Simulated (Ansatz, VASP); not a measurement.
MgO: VASP beside Ansatz

The input INCAR:

```
SYSTEM = MgO
  PREC = Accurate
  ENCUT = 520
  EDIFF = 1E-6
  ISMEAR = 0
  SIGMA = 0.05
  LREAL = .FALSE.
  LASPH = .TRUE.
  NELM = 60
  ALGO = Normal
  ISIF = 2
  LWAVE = .FALSE.
  LCHARG = .TRUE.
  GGA = PE
  LELF = .TRUE.
  LVHAR = .TRUE.
  NBANDS = 11
```

Contents of KPOINTS:

```
regular mesh
0
G
  14 14 14
  0 0 0
```

The input POSCAR:

```
MgO
1.0
    0.0000000000      2.1132282692      2.1132282692
    2.1132282692      0.0000000000      2.1132282692
    2.1132282692      2.1132282692      0.0000000000
Mg O
1 1
Direct
    0.0000000000      0.0000000000      0.0000000000
    0.5000000000      0.5000000000      0.5000000000
```

Input for Ansatz:

```yaml
crystal:
  lattice:
    - [0.0, 2.1132282692, 2.1132282692]
    - [2.1132282692, 0.0, 2.1132282692]
    - [2.1132282692, 2.1132282692, 0.0]
  atoms:
    - { symbol: Mg, position: [0.0, 0.0, 0.0] }
    - { symbol: O, position: [0.5, 0.5, 0.5] }
basis:
  ecutwfc: 420
  ecutrho_ratio: 4
kpoints:
  mp_grid: { grid: [14, 14, 14] }
hamiltonian:
  xc: pbe
scf:
  occupations: { method: gaussian, width: 0.05 }
output:
  forces: true
  stress: true
  eigenvalues: true
```

Alike in both runs: task single point; functional PBE; k mesh 14 × 14 × 14; occupations gaussian, width 0.05 eV; no spin polarisation.

|  | VASP | Ansatz |
| --- | --- | --- |
| version | VASP 6.6.1 | Ansatz 0.2.0 |
| potentials or method | VASP PAW PBE potentials, release 64 (Mg, O), cutoff 520 eV | scalar-relativistic, plane waves, PAW |
| valence electrons in the cell | 8 | 16 |

```tsv
	VASP	Ansatz	Ansatz less VASP
gap on the k mesh at the Fermi level (eV)	4.63	4.64	+0.017
least direct gap on the mesh (eV)	4.63	4.64	+0.017
pressure (GPa)	2.3	3.0	+0.74
```

VASP's potentials hold 8 valence electrons a cell and Ansatz's 16, so a difference there can come from the potentials and not from the codes.
